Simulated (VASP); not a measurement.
Pb: single point with LDA

Pb:

```
Pb
1.0
     0.00000    3.50645    3.50645
     3.50645    0.00000    3.50645
     3.50645    3.50645    0.00000
Pb
2
Cartesian
  3.5064 3.5064 3.5064
  5.2597 5.2597 5.2597
```

* Program: VASP 6.6.1
* Task: single point
* Functional: LDA
* Potentials or basis: VASP PAW LDA potentials, release 64 (Pb_d)
* Cutoff: 520 eV
* k mesh: 6 × 6 × 6
* Occupations: fermi-dirac, width 0.1 eV
* Spin: no spin polarisation
* Dipole correction: no
* Further INCAR settings: ALGO = Normal; EDIFF = 1e-06; NBANDS = 21

* Pressure: -2.2 GPa
* Band gap on the k mesh: zero (band 14 reaches 3.91 eV, above the bottom of band 15 at 2.85 eV)

Levels at points of the mesh, in eV from the Fermi level:
```
           k point  band 10  band 11  band 12  band 13  band 14  band 15  band 16  band 17  band 18  band 19
(0.00, 0.00, 0.00)   -16.51   -10.75    -4.19     0.45     0.45     0.45     2.42     2.42     2.42     4.07
(0.50, 0.00, 0.00)   -16.45    -9.51    -6.97    -0.92    -0.61    -0.61     3.50     3.50     5.46     6.81
(0.50, 0.50, 0.00)   -16.43    -8.29    -8.29    -1.75    -1.75     0.92     0.92     6.85     6.85     7.88
```

It took 44 s on 1 thread of Intel Xeon 8259CL (shared host), peak memory 0.2 GiB.

Caveat: spin-orbit coupling is left out, which moves the levels of the heavy elements.
